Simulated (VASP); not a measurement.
# SnC3: single point with PBEsol

SnC3:

```
C Sn
1.0
     2.97889    0.00000    0.00000
     0.00000    2.97889    0.00000
     0.00000    0.00000    4.64352
C Sn
3 1
Direct
  0.50000 0.00000 0.82036
  0.50000 0.50000 0.00000
  0.00000 0.50000 0.17964
  0.00000 0.00000 0.50000
```

```
Program             : VASP 6.6.1
Task                : single point
Functional          : PBEsol
Potentials or basis : VASP PAW PBE potentials, release 64 (C, Sn_d)
Cutoff              : 520 eV
k mesh              : 6 × 6 × 4
Occupations         : gaussian, width 0.01 eV
Spin                : no spin polarisation
```

| Item | Value |
| --- | --- |
| Pressure | -3.0 GPa |
| Largest force | 0.312 eV/Å |
| Band gap on the k mesh | 0.32 eV, indirect (least direct gap 0.56 eV) |

Forces on the atoms (eV/Å):
```
C    0.000  0.000  0.312
C    0.000  0.000  0.000
C    0.000  0.000 -0.312
Sn   0.000  0.000  0.000
```

Stress tensor (GPa, compression positive):
```
-3.08  0.00  0.00
 0.00 -3.08  0.00
 0.00  0.00 -2.81
```

Levels at points of the mesh, in eV from the valence-band top:
| k point | band 10 | band 11 | band 12 | band 13 | band 14 | band 15 | band 16 | band 17 |
| --- | --- | --- | --- | --- | --- | --- | --- | --- |
| (0.00, 0.00, 0.00) | -6.26 | -1.62 | 0.00 | 0.00 | 0.56 | 0.98 | 2.64 | 4.74 |
| (0.50, 0.00, 0.00) | -6.87 | -6.52 | -5.20 | -0.73 | 1.90 | 3.13 | 4.05 | 6.07 |
| (0.50, 0.50, 0.00) | -6.76 | -5.58 | -5.58 | -3.66 | 0.58 | 0.58 | 1.96 | 2.21 |
| (0.00, 0.00, 0.50) | -5.95 | -5.59 | -1.18 | -1.18 | 0.50 | 1.79 | 4.03 | 4.87 |
| (0.50, 0.00, 0.50) | -5.20 | -3.47 | -2.88 | -0.55 | 0.32 | 2.32 | 2.78 | 5.82 |
| (0.50, 0.50, 0.50) | -6.74 | -6.74 | -6.68 | -6.25 | 3.60 | 3.60 | 4.75 | 5.90 |

Run time: 16 s on 1 thread of Intel Xeon 6975P-C (shared host), peak memory 0.17 GiB.

Caveat: the PAW data sets were made with another functional, which shifts forces and pressure a little; spin-orbit coupling is left out, which moves the levels of the heavy elements. A k mesh can miss the band edges.
